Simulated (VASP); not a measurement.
Here is a VASP 6.6.1 calculation.

The input INCAR:

```
SYSTEM = BN
PREC = Accurate
ENCUT = 520
EDIFF = 1E-7
ISMEAR = -1
SIGMA = 0.02
LREAL = .False.
LASPH = .True.
NELM = 60
ALGO = Normal
ISIF = 2
LWAVE = .False.
LCHARG = .True.
GGA = PE
LELF = .True.
LVHAR = .True.
NBANDS = 16
```

The input KPOINTS:

```
regular mesh
0
Gamma
  12 12 6
  0 0 0
```

Contents of POSCAR:

```
BN
1.0
    2.5439500013     -0.0381592500      0.0000000000
   -1.3050218806      2.2222049521      0.0000000000
    0.0000000000      0.0000000000      4.2078153363
B N
2 2
Direct
    0.3327892980      0.6667814970      0.0002324653
    0.6672107020      0.3332185030      0.5002324653
    0.3356412001      0.6668678577      0.3747675347
    0.6643587999      0.3331321423      0.8747675347
```

Potentials or basis: VASP PAW PBE potentials, release 64 (B, N).

Launch:

```console
$ cat potpaw_PBE.64/B/POTCAR potpaw_PBE.64/N/POTCAR > POTCAR
$ mpirun -np 1 vasp_std > vasp.out
```

Task: Predict the largest force.

Result: 0.030 eV/Å.

Task: Estimate the pressure.

Result: 5.2 GPa.

Task: What does it give for the band gap on the k mesh?

Result: 5.08 eV, indirect (least direct gap 7.94 eV).

Forces on the atoms (eV/Å):
```
B    0.028 -0.001  0.010
B   -0.028  0.001  0.010
N    0.025 -0.001 -0.010
N   -0.025  0.001 -0.010
```

Caveat: the cell differs from its parent crystal (shear xy strain -3.0%). A k mesh can miss the band edges.
